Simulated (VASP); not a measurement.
Wanted: the native input for a VASP 6.6.1 run.

```
Task                   : single point
Functional             : PBE
Potentials or basis    : VASP PAW PBE potentials, release 64 (Sc_sv, B, Sb)
Cutoff                 : 520 eV
k mesh                 : 3 × 3 × 3
Occupations            : gaussian, width 0.2 eV
Spin                   : no spin polarisation
Dipole correction      : no
Further INCAR settings : LREAL = Auto; ALGO = Normal; EDIFF = 1e-06; NBANDS = 76
```

The structure of Sc4BSb3 lies in POSCAR:

```
Sc4BSb3
1.0
    7.9321847408      0.0000000000      0.0000000000
   -3.9660923704      6.8694734931      0.0000000000
    0.0000000000      0.0000000000      7.0324705795
Sc B Sb
8 2 6
Direct
    0.5000000000      0.5000000000      0.0000000000
    0.5000000000      0.5000000000      0.5000000000
    0.0000000000      0.5000000000      0.0000000000
    0.5000000000      0.0000000000      0.0000000000
    0.0000000000      0.0000000000      0.5000000000
    0.0000000000      0.0000000000      0.0000000000
    0.5000000000      0.0000000000      0.5000000000
    0.0000000000      0.5000000000      0.5000000000
    0.3333333333      0.6666666667      0.7500000000
    0.6666666667      0.3333333333      0.2500000000
    0.6665182976      0.8332591488      0.2500000000
    0.1667408512      0.8332591488      0.2500000000
    0.8332591488      0.1667408512      0.7500000000
    0.3334817024      0.1667408512      0.7500000000
    0.1667408512      0.3334817024      0.2500000000
    0.8332591488      0.6665182976      0.7500000000
```

One way to write it, as run:

INCAR

```
SYSTEM = Sc4BSb3
PREC = Accurate
ENCUT = 520
EDIFF = 1E-6
ISMEAR = 0
SIGMA = 0.2
LREAL = Auto
LASPH = .TRUE.
NELM = 60
ALGO = Normal
ISIF = 2
LWAVE = .FALSE.
LCHARG = .FALSE.
GGA = PE
NBANDS = 76
```

KPOINTS

```
Automatic mesh
0
G
  3 3 3
  0 0 0
```

Potentials or basis: VASP PAW PBE potentials, release 64 (Sc_sv, B, Sb).

Command:

```bash
$ cat potpaw_PBE.64/Sc_sv/POTCAR potpaw_PBE.64/B/POTCAR potpaw_PBE.64/Sb/POTCAR > POTCAR
$ mpirun -np 1 vasp_std > vasp.out
```

Results of the run:

```json
{
 "Pressure": "0.2 GPa",
 "Largest force": "0.012 eV/Å",
 "Band gap on the k mesh": "zero (bands 62 and 63 overlap by 0.13 eV)"
}
```

Caveat: spin-orbit coupling is left out, which moves the levels of the heavy elements.

Run time: 8.1 min on 1 thread of Oxide Virtual Turin-like Processor, with other jobs on the host, peak memory 0.45 GiB.
